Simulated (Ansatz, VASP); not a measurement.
# Two plane-wave programs on ZnO

INCAR

```
PREC = Accurate ; ENCUT = 600
EDIFF = 1E-6 ; ISMEAR = 0
SIGMA = 0.02 ; LREAL = F
LASPH = T ; NELM = 100
ALGO = Normal ; ISIF = 3
LWAVE = F ; LCHARG = F
GGA = PE ; IBRION = 2
NSW = 100 ; EDIFFG = -0.01
```

Contents of KPOINTS:

```
Automatic mesh
0
Gamma
  12 12 4
```

File POSCAR:

```
ZnO
1.0
    3.2777674927     -0.0000000029      0.0000000000
   -1.6388837438      2.8386299178      0.0000000000
    0.0000000000      0.0000000000      7.6528275485
Zn O
2 2
Direct
    0.0000000000      0.0000000000      0.7500000000
    0.0000000000      0.0000000000      0.2500000000
    0.3333333333      0.6666666667      0.2500000000
    0.6666666667      0.3333333333      0.7500000000
```

Input for Ansatz:

```yaml
crystal:
  lattice:
    - [3.2777674927, -2.9e-09, 0.0]
    - [-1.6388837438, 2.8386299178, 0.0]
    - [0.0, 0.0, 7.6528275485]
  atoms:
    - { symbol: Zn, position: [0.0, 0.0, 0.75] }
    - { symbol: Zn, position: [0.0, 0.0, 0.25] }
    - { symbol: O, position: [0.3333333333, 0.6666666667, 0.25] }
    - { symbol: O, position: [0.6666666667, 0.3333333333, 0.75] }
basis:
  ecutwfc: 420
kpoints:
  mp_grid: { grid: [12, 12, 4] }
hamiltonian:
  xc: pbe
scf:
  occupations: { method: gaussian, width: 0.02 }
output:
  forces: true
  stress: true
  eigenvalues: true
relax:
  adjacent_minimum: "off"
  f_tol: 0.01
  max_steps: 80
  cell: { stress_tol: 0.05 }
```

Alike in both runs: task relaxation of cell and atoms; functional PBE; k mesh 12 × 12 × 4; occupations gaussian, width 0.02 eV; no spin polarisation.

|  | VASP | Ansatz |
| --- | --- | --- |
| version | VASP 6.6.1 | Ansatz 0.2.0 |
| potentials or method | VASP PAW PBE potentials, release 64 (Zn, O), cutoff 600 eV | scalar-relativistic, plane waves, PAW |
| valence electrons in the cell | 36 | 36 |

Ansatz gave:

| Quantity | Value |
| --- | --- |
| gap on the k mesh at the Fermi level, each at its own relaxed structure (eV) | 0.92 |
| relaxed volume (Å³/atom) | 17.80 |
| relaxed length of the cell vector where the two differ most in proportion (Å) | 7.653 |

Task: What did VASP give for the same quantities?

Result: gap on the k mesh at the Fermi level, each at its own relaxed structure (eV): 0.83; relaxed volume (Å³/atom): 16.76; relaxed length of the cell vector where the two differ most in proportion (Å): 7.169.

One of these differences is far larger than is usual between the two programs; its cause wasn't traced.
